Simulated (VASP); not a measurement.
# Y8Si16H (a cell with a defect) in VASP: relaxation of the atoms with PBEsol

Aim: the relaxation of the atoms of Y8Si16H (a cell with a defect) with PBEsol.

Program: VASP 6.6.1. These are calculated values, not measurements. Logs are shortened: lines on timing, memory, paths and dates and some standing lists are left out, and cuts for length are marked.

## 1. The cell of the first run

The cell holds a defect, 25 atoms: a = 7.700 Å, b = 6.668 Å, c = 8.280 Å, α = 90.00°, β = 90.00°, γ = 90.00°.

## 2. Relaxation of the atoms, PBEsol

Input file INCAR:

```
SYSTEM = Y8Si16H
ALGO     = Normal         ! electronic algorithm
EDIFF    = 1E-7           ! SCF threshold, eV
EDIFFG   = -0.08          ! ionic threshold
ENCUT    = 520            ! plane-wave cutoff, eV
GGA      = PS             ! functional
IBRION   = 2              ! ionic algorithm
ISIF     = 2              ! what is computed and relaxed
ISMEAR   = -1             ! smearing method
KPAR     = 4            
LASPH    = .TRUE.         ! aspherical terms in the spheres
LCHARG   = .FALSE.        ! write CHGCAR
LREAL    = Auto         
LWAVE    = .FALSE.        ! write WAVECAR
NELM     = 100            ! most SCF steps
NSW      = 45             ! ionic steps
PREC     = Accurate       ! precision mode
SIGMA    = 0.05           ! smearing width, eV
```

Input file KPOINTS:

```
k-points
0
G
  2 3 2
  0 0 0
```

Input file POSCAR:

```
Y8Si16H
1.0
   -3.8500000000     -6.6683960000      0.0000000000
    5.7750000000     -3.3341980000      0.0000000000
    0.0000000000      0.0000000000      8.2800000000
Y Si H
8 16 1
Direct
    0.7500000000      0.5000000000      0.0000000000
    0.7500000000      0.5000000000      0.5000000000
    0.5000000000      0.0000000000      0.0000000000
    0.5000000000      0.0000000000      0.5000000000
    0.2500000000      0.5000000000      0.0000000000
    0.2500000000      0.5000000000      0.5000000000
    0.0000000000      0.0000000000      0.0000000000
    0.0000000000      0.0000000000      0.5000000000
    0.5000000000      0.3333333000      0.2500000000
    0.5000000000      0.6666667000      0.2500000000
    0.5000000000      0.3333333000      0.7500000000
    0.5000000000      0.6666667000      0.7500000000
    0.2500000000      0.8333333000      0.2500000000
    0.2500000000      0.1666667000      0.2500000000
    0.2500000000      0.8333333000      0.7500000000
    0.2500000000      0.1666667000      0.7500000000
    0.0000000000      0.3333333000      0.2500000000
    0.0000000000      0.6666667000      0.2500000000
    0.0000000000      0.3333333000      0.7500000000
    0.0000000000      0.6666667000      0.7500000000
    0.7500000000      0.8333333000      0.2500000000
    0.7500000000      0.1666667000      0.2500000000
    0.7500000000      0.8333333000      0.7500000000
    0.7500000000      0.1666667000      0.7500000000
    0.4666120000      0.3125904000      0.5087932000
```

Potentials or basis: VASP PAW PBE potentials, release 64 (Y_sv, Si, H).

On the command line:

```
cat potpaw_PBE.64/Y_sv/POTCAR potpaw_PBE.64/Si/POTCAR potpaw_PBE.64/H/POTCAR > POTCAR
mpirun -np 4 vasp_std > vasp.out
```

OUTCAR:

```text
SYSTEM = Y8Si16H
   EDIFF = 1E-7
   EDIFFG = -0.08
   ENCUT = 520
   GGA = PS
   IBRION = 2
   ISIF = 2
   ISMEAR = -1
   LASPH = .TRUE.
   LREAL = Auto
   NELM = 100
   NSW = 45
   PREC = Accurate

 ion  position               nearest neighbor table
   1  0.750  0.500  0.000-  21 3.04  22 3.04  23 3.04  24 3.04  10 3.04  12 3.04  17 3.04  19 3.04
                            11 3.04  18 3.04   9 3.04  20 3.04   3 3.85   7 3.85   7 3.85   3 3.85
   2  0.750  0.500  0.500-  25 2.52  22 3.04  23 3.04  24 3.04  21 3.04  12 3.04  17 3.04  19 3.04
                            10 3.04  18 3.04   9 3.04  20 3.04  11 3.04   4 3.85   8 3.85   6 3.85
   3  0.500  0.000  0.000-   9 3.04  10 3.04  11 3.04  12 3.04  14 3.04  16 3.04  21 3.04  23 3.04
                            15 3.04  22 3.04  13 3.04  24 3.04   5 3.85   1 3.85   7 3.85   1 3.85
   4  0.500  0.000  0.500-  25 2.10  10 3.04  11 3.04  12 3.04   9 3.04  16 3.04  21 3.04  23 3.04
                            14 3.04  22 3.04  13 3.04  24 3.04  15 3.04   6 3.85   2 3.85   2 3.85
   5  0.250  0.500  0.000-  13 3.04  14 3.04  15 3.04  16 3.04   9 3.04  11 3.04  18 3.04  20 3.04
                            17 3.04  10 3.04  19 3.04  12 3.04   7 3.85   3 3.85   1 3.85   3 3.85
   6  0.250  0.500  0.500-  25 2.09  14 3.04  15 3.04  16 3.04  13 3.04  11 3.04  18 3.04  20 3.04
                             9 3.04  10 3.04  19 3.04  12 3.04  17 3.04   8 3.85   4 3.85   4 3.85
   7  0.000  0.000  0.000-  17 3.04  18 3.04  19 3.04  20 3.04  13 3.04  15 3.04  22 3.04  24 3.04
                            21 3.04  14 3.04  23 3.04  16 3.04   1 3.85   5 3.85   5 3.85   1 3.85
   8  0.000  0.000  0.500-  17 3.04  18 3.04  19 3.04  20 3.04  13 3.04  15 3.04  22 3.04  24 3.04
                            21 3.04  14 3.04  23 3.04  16 3.04   2 3.85   6 3.85   6 3.85   2 3.85
   9  0.500  0.333  0.250-  22 2.22  14 2.22  10 2.22   4 3.04   3 3.04   6 3.04   5 3.04   2 3.04
[... 16 lines left out ...]
                             5 3.04
  18  0.000  0.667  0.250-  21 2.22  13 2.22  17 2.22   8 3.04   7 3.04   6 3.04   5 3.04   2 3.04
                             1 3.04
  19  0.000  0.333  0.750-  16 2.22  24 2.22  20 2.22   8 3.04   7 3.04   2 3.04   1 3.04   6 3.04
                             5 3.04
  20  0.000  0.667  0.750-  23 2.22  15 2.22  19 2.22   8 3.04   7 3.04   6 3.04   5 3.04   2 3.04
                             1 3.04
  21  0.750  0.833  0.250-  18 2.22  10 2.22  22 2.22   2 3.04   1 3.04   4 3.04   3 3.04   8 3.04
                             7 3.04
  22  0.750  0.167  0.250-   9 2.22  17 2.22  21 2.22   2 3.04   1 3.04   8 3.04   7 3.04   4 3.04
                             3 3.04
  23  0.750  0.833  0.750-  20 2.22  12 2.22  24 2.22   2 3.04   1 3.04   4 3.04   3 3.04   8 3.04
                             7 3.04
  24  0.750  0.167  0.750-  11 2.22  19 2.22  23 2.22   2 3.04   1 3.04   8 3.04   7 3.04   4 3.04
                             3 3.04
  25  0.467  0.313  0.509-   6 2.09   4 2.10   2 2.52

  LATTYP: Found a simple orthorhombic cell.
 ALAT       =     6.6683957069
 B/A-ratio  =     1.1547005722
 C/A-ratio  =     1.2416779633

  Lattice vectors:

 A1 = (  -5.7750000000,   3.3341980000,   0.0000000000)
 A2 = (  -3.8500000000,  -6.6683960000,   0.0000000000)
 A3 = (   0.0000000000,   0.0000000000,   8.2800000000)

Analysis of symmetry for initial positions (statically):
=====================================================================
 Subroutine PRICEL returns:
 Original cell was already a primitive cell.

 Routine SETGRP: Setting up the symmetry group for a
 simple orthorhombic supercell.

 Subroutine GETGRP returns: Found  1 space group operations
 (whereof  1 operations were pure point group operations)
 out of a pool of  8 trial point group operations.

The static configuration has the point symmetry C_1 .

Analysis of symmetry for dynamics (positions and initial velocities):
=====================================================================
 Subroutine PRICEL returns:
 Original cell was already a primitive cell.

 Routine SETGRP: Setting up the symmetry group for a
 simple orthorhombic supercell.

 Subroutine GETGRP returns: Found  1 space group operations
 (whereof  1 operations were pure point group operations)
 out of a pool of  8 trial point group operations.

The dynamic configuration has the point symmetry C_1 .

 Subroutine INISYM returns: Found  1 space group operations
 (whereof  1 operations are pure point group operations),
 and found     1 'primitive' translations

----------------------------------------------------------------------------------------

                                     Primitive cell

  volume of cell :     425.1503

  direct lattice vectors                    reciprocal lattice vectors
    -3.850000000 -6.668396000  0.000000000    -0.064935065 -0.112470825  0.000000000
     5.775000000 -3.334198000  0.000000000     0.129870130 -0.074980550  0.000000000
[... 96 lines left out ...]
   k-points           NKPTS =      8   k-points in BZ     NKDIM =      8   number of bands    NBANDS=     91
   number of dos      NEDOS =    301   number of ions     NIONS =     25
   total plane-waves  NPLWV = 192000
   dimension x,y,z NGX =    60 NGY =   50 NGZ =   64
   dimension x,y,z NGXF=   120 NGYF=  100 NGZF=  128
   ions per type =               8  16   1
   NGX,Y,Z   is equivalent  to a cutoff of  12.95, 12.47, 12.85 a.u.
   NGXF,Y,Z  is equivalent  to a cutoff of  25.91, 24.93, 25.70 a.u.
 SYSTEM =  Y8Si16H
   PREC   = accura    normal or accurate (medium, high low for compatibility)
   ISTART =      0    job   : 0-new  1-cont  2-samecut
   ICHARG =      2    charge: 1-file 2-atom 10-const
   ISPIN  =      1    spin polarized calculation?
   LNONCOLLINEAR =      F non collinear calculations
   LSORBIT =      F    spin-orbit coupling
   LASPH  =      T    aspherical Exc in radial PAW
   ENCUT  =  520.0 eV  38.22 Ry    6.18 a.u.  14.32 12.40 15.40*2*pi/ulx,y,z
   NELM   =    100;   NELMIN=  2; NELMDL= -5     # of ELM steps
   EDIFF  = 0.1E-06   stopping-criterion for ELM
   LREAL  =      T    real-space projection
   EDIFFG = -.8E-01   stopping-criterion for IOM
   NSW    =     45    number of steps for IOM
   IBRION =      2    ionic relax: 0-MD 1-quasi-New 2-CG
   NFREE  =      1    steps in history (QN), initial steepest desc. (CG)
   ISIF   =      2    stress and relaxation
   ISYM   =      2    0-nonsym 1-usesym 2-fastsym
   POTIM  = 0.5000    time-step for ionic-motion
   TEBEG  =    0.0;   TEEND  =   0.0 temperature during run
   PSTRESS=    0.0 pullay stress
   NELECT =     153.0000    total number of electrons
   NUPDOWN=      -1.0000    fix difference up-down
   EMIN   =  10.00;   EMAX   =-10.00  energy-range for DOS
   EFERMI =   0.00;   METHOD = LEGACY
   ISMEAR =    -1;   SIGMA  =   0.05  broadening in eV -4-tet -1-fermi 0-gaus
   EFERMI_NEDOS =   21; number of points for ismear=-14 and -15
   IALGO  =     38    algorithm
   IMIX   =      4    mixing-type and parameters
     AMIX     =   0.40;   BMIX     =  1.00
     AMIX_MAG =   1.60;   BMIX_MAG =  1.00
  volume/ion in A,a.u.               =      17.01       114.76
  Fermi-wavevector in a.u.,A,eV,Ry     =   1.164460  2.200510 18.449045  1.355967
  Thomas-Fermi vector in A             =   2.300997
   LORBIT       =      0    0 simple, 1 ext, 2 COOP (PROOUT), +10 PAW based schemes
   GGA     = PS    functional components
   LHFCALC =     F    Hartree Fock is set to
   AEXX    =    0.0000 exact exchange contribution
   IVDW    =     0    specifies the selected vdW correction
   LEPSILON=     F    determine dielectric tensor
   LRPA    =     F    only Hartree local field effects (RPA)
 conjugate gradient relaxation of ions
 non-spin polarized calculation
  energy-cutoff  :      520.00
  volume of cell :      425.15
 maximum number of plane-waves:     11474
 NGX is ok and might be reduce to    60
   NGX = 29   NGY = 25   NGZ = 31

--------------------------------------- Ionic step        1  -------------------------------------------

 number of electron     152.9999994 magnetization

 Free energy of the ion-electron system (eV)
  ---------------------------------------------------
  ext. energy  EPLUGINS =         0.00000000
  ---------------------------------------------------
  free energy    TOTEN  =      -162.47724760 eV

  energy without entropy =     -162.38410786  energy(sigma->0) =     -162.43067773

------------------------ aborting loop because EDIFF is reached ----------------------------------------

  FORCE on cell =-STRESS in cart. coord.  units (eV):
  Direction    XX          YY          ZZ          XY          YZ          ZX
  --------------------------------------------------------------------------------------
  -------------------------------------------------------------------------------------
  Total       37.2145139     36.6090756     -4.8182786     -0.1570246      0.0623497     -0.0003522
  in kB      140.2427724    137.9611801    -18.1576669     -0.5917468      0.2349647     -0.0013274
  external PRESSURE =      86.6820952 kB  Pullay stress =       0.0000000 kB
[... 158 lines left out ...]
  FREE ENERGIE OF THE ION-ELECTRON SYSTEM (eV)
  ---------------------------------------------------
  free  energy   TOTEN  =      -162.5394864957 eV

  energy  without entropy=     -162.4496404387  energy(sigma->0) =     -162.49456347

[... ionic steps 4 to 10 ...]

--------------------------------------- Ionic step       11  -------------------------------------------

 number of electron     152.9999993 magnetization

------------------------ aborting loop because EDIFF is reached ----------------------------------------
[... 113 lines left out ...]
--------------------------------------- Ionic step       13  -------------------------------------------

 number of electron     152.9999993 magnetization

 Free energy of the ion-electron system (eV)
  ---------------------------------------------------
  ext. energy  EPLUGINS =         0.00000000
  ---------------------------------------------------
  free energy    TOTEN  =      -162.68858708 eV

  energy without entropy =     -162.60778580  energy(sigma->0) =     -162.64818644

 E-fermi :   7.7980     XC(G=0): -10.9837

 val. band max:        7.7663536300   @ k =   0.5000   0.3333   0.5000
 cond. band min:       7.8180917967   @ k =   0.5000   0.3333   0.5000
 fundamental gap:      0.0517381667
 Fermi energy:         7.7980151759

 k-point     1 :       0.0000    0.0000    0.0000
  band No.  band energies     occupation
      1     -34.7284      2.00000
      2     -34.7184      2.00000
      3     -34.7054      2.00000
      4     -34.6703      2.00000
      5     -34.6648      2.00000
      6     -34.6603      2.00000
[... 717 lines left out ...]
     87       9.7557      0.00000
     88       9.7684      0.00000
 [bands above 88 left out]

------------------------ aborting loop because EDIFF is reached ----------------------------------------

  FORCE on cell =-STRESS in cart. coord.  units (eV):
  Direction    XX          YY          ZZ          XY          YZ          ZX
  --------------------------------------------------------------------------------------
  -------------------------------------------------------------------------------------
  Total       35.9710645     36.7710552     -4.0615312      0.7911570     -0.0515961      0.0822179
  in kB      135.5568375    138.5715999    -15.3058670      2.9814726     -0.1944399      0.3098380
  external PRESSURE =      86.2741901 kB  Pullay stress =       0.0000000 kB
[... 40 lines left out ...]
  FREE ENERGIE OF THE ION-ELECTRON SYSTEM (eV)
  ---------------------------------------------------
  free  energy   TOTEN  =      -162.6885870787 eV

  energy  without entropy=     -162.6077858001  energy(sigma->0) =     -162.64818644

 reached required accuracy - stopping structural energy minimisation
```

Wall time 34 min (4 MPI ranks of Intel Xeon Platinum 8488C (Sapphire Rapids), shared host); peak memory 0.65 GiB.

Results:

```yaml
Free_energy: -162.6886 eV
Energy_gained_by_relaxing: 8.5 meV/atom
Ionic_steps: 13
Pressure_after_relaxing: 8.6 GPa
Largest_force_after_relaxing: 0.061 eV/Å
Band_gap_on_the_k_mesh: zero (an odd number of electrons rules out a gap without spin polarisation)
```

Forces on the atoms (eV/Å):
```
Y    0.002  0.011  0.008
Y   -0.005  0.038  0.006
Y    0.010  0.020 -0.001
Y   -0.022 -0.011  0.008
Y   -0.006  0.025  0.005
Y    0.047 -0.011  0.006
Y   -0.015  0.017  0.005
Y    0.029 -0.042  0.004
Si   0.002 -0.013 -0.059
Si  -0.015  0.007  0.034
Si  -0.012 -0.012  0.049
Si  -0.006  0.008 -0.024
Si  -0.018 -0.028 -0.025
Si  -0.008 -0.024  0.000
Si  -0.024 -0.033  0.006
Si   0.001 -0.032  0.011
Si   0.006 -0.002 -0.038
Si  -0.017  0.018  0.009
Si   0.000  0.003  0.006
Si  -0.018  0.019  0.001
Si   0.037  0.012 -0.041
Si   0.000  0.018  0.016
Si   0.048  0.017  0.019
Si   0.001  0.022  0.000
H   -0.017 -0.026 -0.006
```

Stress tensor (GPa, compression positive):
```
13.56  0.30  0.03
 0.30 13.86 -0.02
 0.03 -0.02 -1.53
```

Step by step:
```csv
step,energy change (eV),largest force (eV/Å),pressure (GPa)
1,0.0000,0.7499,8.67
2,-0.0519,0.6733,8.64
3,-0.0622,0.6147,8.64
4,-0.0966,0.5419,8.63
5,-0.1535,0.3153,8.62
6,-0.1558,0.3570,8.63
7,-0.1728,0.2849,8.63
8,-0.1895,0.2231,8.64
9,-0.1987,0.1855,8.64
10,-0.1987,0.1844,8.64
11,-0.2047,0.1199,8.64
12,-0.2076,0.1192,8.63
13,-0.2113,0.0609,8.63
```

Final structure:
```yaml
crystal:
  lattice:
    - [-3.85000, -6.66840, 0.00000]
    - [5.77500, -3.33420, 0.00000]
    - [0.00000, 0.00000, 8.28000]
  atoms:
    - { symbol: Y, position: [0.75063, 0.50150, 0.99953] }
    - { symbol: Y, position: [0.74293, 0.49562, 0.49973] }
    - { symbol: Y, position: [0.49958, 0.99577, 0.99967] }
    - { symbol: Y, position: [0.49787, 0.00389, 0.50018] }
    - { symbol: Y, position: [0.24808, 0.50160, 0.99960] }
    - { symbol: Y, position: [0.25459, 0.49424, 0.49973] }
    - { symbol: Y, position: [0.99916, 0.00167, 0.00025] }
    - { symbol: Y, position: [0.99769, 0.99874, 0.50000] }
    - { symbol: Si, position: [0.49846, 0.33031, 0.22965] }
    - { symbol: Si, position: [0.49868, 0.66477, 0.25419] }
    - { symbol: Si, position: [0.49828, 0.33035, 0.76753] }
    - { symbol: Si, position: [0.49885, 0.66532, 0.74750] }
    - { symbol: Si, position: [0.24945, 0.83173, 0.24821] }
    - { symbol: Si, position: [0.24786, 0.16680, 0.25224] }
    - { symbol: Si, position: [0.24916, 0.83143, 0.75075] }
    - { symbol: Si, position: [0.24721, 0.16630, 0.74998] }
    - { symbol: Si, position: [0.99853, 0.33385, 0.24995] }
    - { symbol: Si, position: [0.99889, 0.66807, 0.25213] }
    - { symbol: Si, position: [0.99856, 0.33434, 0.74797] }
    - { symbol: Si, position: [0.99893, 0.66821, 0.74860] }
    - { symbol: Si, position: [0.74805, 0.83143, 0.24876] }
    - { symbol: Si, position: [0.74906, 0.16685, 0.25189] }
    - { symbol: Si, position: [0.74851, 0.83133, 0.75039] }
    - { symbol: Si, position: [0.74961, 0.16668, 0.75010] }
    - { symbol: H, position: [0.49798, 0.33178, 0.51025] }
```

Caveat: the k points lie up to 0.41 Å⁻¹ apart, too coarse for converged energies and pressures of a metal; the PAW data sets were made with another functional, which shifts forces and pressure a little; an odd number of electrons without spin polarisation forces a metal; a magnetic or distorted state may lie lower; the relaxation stopped at a loose force limit of 0.08 eV/Å, so its end isn't a converged minimum.

The gap in the log of VASP goes by the Fermi energy; the results here count the filled bands.